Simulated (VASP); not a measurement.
Runs of VASP 6.6.1 on BN. The structure is that of space group Fmm2 (No. 42), or close to it. The cells are those of the table. 

```tsv
cell	gap on the mesh (eV)	pressure (GPa)
a = 4.233, b = 2.581, c = 3.820 Å, angles 80.3, 36.9, 62.8°, 2 atoms	3.76	-15.6
a = 4.031, b = 2.458, c = 3.638 Å, angles 80.3, 36.9, 62.8°, 2 atoms	3.86	(b)
a = 4.167, b = 2.541, c = 3.761 Å, angles 80.3, 36.9, 62.8°, 2 atoms	3.80	-7.0
a = 3.959, b = 2.414, c = 3.573 Å, angles 80.3, 36.9, 62.8°, 2 atoms	3.89	33.9
a = 4.100, b = 2.500, c = 3.700 Å, angles 80.3, 36.9, 62.8°, 2 atoms	(a)	3.6
```

Alike in all rows: task single point; level PBE; potentials or basis VASP PAW PBE potentials, release 64 (B, N); no spin polarisation; k mesh 6 × 6 × 6; cutoff (eV) 600; smearing gaussian 0.01 eV.

Task: Fill in the values left out.

Result: (a) 3.84; (b) 17.0.

Caveats: all runs use coarse meshes.

A k mesh can miss the band edges.
